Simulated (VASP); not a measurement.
Wanted: the native input for a VASP 6.6.1 run.

* Task: relaxation of the atoms
* Functional: PBEsol
* Potentials or basis: VASP PAW PBE potentials, release 64 (B, P)
* Cutoff: 450 eV
* k mesh: 8 × 8 × 8
* Occupations: gaussian, width 0.02 eV
* Spin: no spin polarisation
* Dipole correction: no
* Further INCAR settings: ALGO = Normal; EDIFF = 1e-07; IBRION = 2; EDIFFG = -0.002; NSW = 60

The structure of BP (e600) lies in POSCAR:

```
BP
1.0
    0.0000000000      2.2827359537      2.2530281525
    2.2827359537      0.0000000000      2.2530281525
    2.2827359537      2.2827359537      0.0000000000
B P
1 1
Direct
    0.0000000000      0.0000000000      0.0000000000
    0.2500000000      0.2500000000      0.2500000000
```

This cell differs from its parent crystal: strained cell.

One way to write it, as run:

INCAR

```
SYSTEM = BP
PREC     = Accurate       ! precision mode
ENCUT    = 450            ! plane-wave cutoff, eV
EDIFF    = 1E-7           ! SCF threshold, eV
ISMEAR   = 0              ! smearing method
SIGMA    = 0.02           ! smearing width, eV
LREAL    = .False.        ! projectors in reciprocal space
LASPH    = .True.         ! aspherical terms in the spheres
NELM     = 120            ! most SCF steps
ALGO     = Normal         ! electronic algorithm
ISIF     = 2              ! what is computed and relaxed
LWAVE    = .False.        ! write WAVECAR
LCHARG   = .False.        ! write CHGCAR
GGA      = PS             ! functional
IBRION   = 2              ! ionic algorithm
NSW      = 60             ! ionic steps
EDIFFG   = -0.002         ! ionic threshold
GGA_COMPAT= .False.      
NELMIN   = 4
```

KPOINTS

```
regular mesh
0
Gamma
  8 8 8
  0 0 0
```

Potentials or basis: VASP PAW PBE potentials, release 64 (B, P).

The run is started by

```bash
$ cat potpaw_PBE.64/B/POTCAR potpaw_PBE.64/P/POTCAR > POTCAR
$ mpirun -np 1 vasp_std > vasp.out
```

It gave:

The pressure after relaxing is -2.6 GPa and the band gap on the k mesh is 0.97 eV, indirect (least direct gap 3.22 eV).

Caveat: the cell differs from its parent crystal (strained cell); the relaxation stopped at its first step, so nothing moved; the PAW data sets were made with another functional, which shifts forces and pressure a little.

Run time: 3.9 s on 1 thread of Intel(R) Xeon(R) 6975P-C (Granite Rapids), with other jobs on the host, peak memory 0.13 GiB.
